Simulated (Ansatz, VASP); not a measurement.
# One calculation of ZrInS3, two programs

```xyz
5
Lattice="4.8886 0.0000 0.0000 0.0000 4.8886 0.0000 0.0000 0.0000 4.8886" Properties=species:S:1:pos:R:3 pbc="T T T"
Zr    0.0000    0.0000    0.0000
In    2.4443    2.4443    2.4443
S     2.4443    2.4443    0.0000
S     2.4443    0.0000    2.4443
S     0.0000    2.4443    2.4443
```

Change from the starting cell: species swapped into the Pr3AlN type (Pm-3m, No. 221).

Alike in both runs: functional PBE; k mesh 4 × 4 × 4; occupations gaussian, width 0.1 eV; no spin polarisation.

Ansatz relaxed the structure, and its values are those at the end. VASP's run is a single point on that final structure, the one shown.

```csv
,VASP,Ansatz
version,VASP 6.6.1,Ansatz 0.2.0
potentials or method,"VASP PAW PBE potentials, release 64 (Zr_sv, In_d, S), cutoff 520 eV","scalar-relativistic, plane waves, PAW"
valence electrons in the cell,43,43
```

```tsv
	VASP	Ansatz	Ansatz less VASP
gap on the k mesh at the Fermi level (eV)	none	none	-
pressure (GPa)	-0.1	-0.1	+0.05
```

A gap of «none» marks a metal or a gap that the smearing closes.
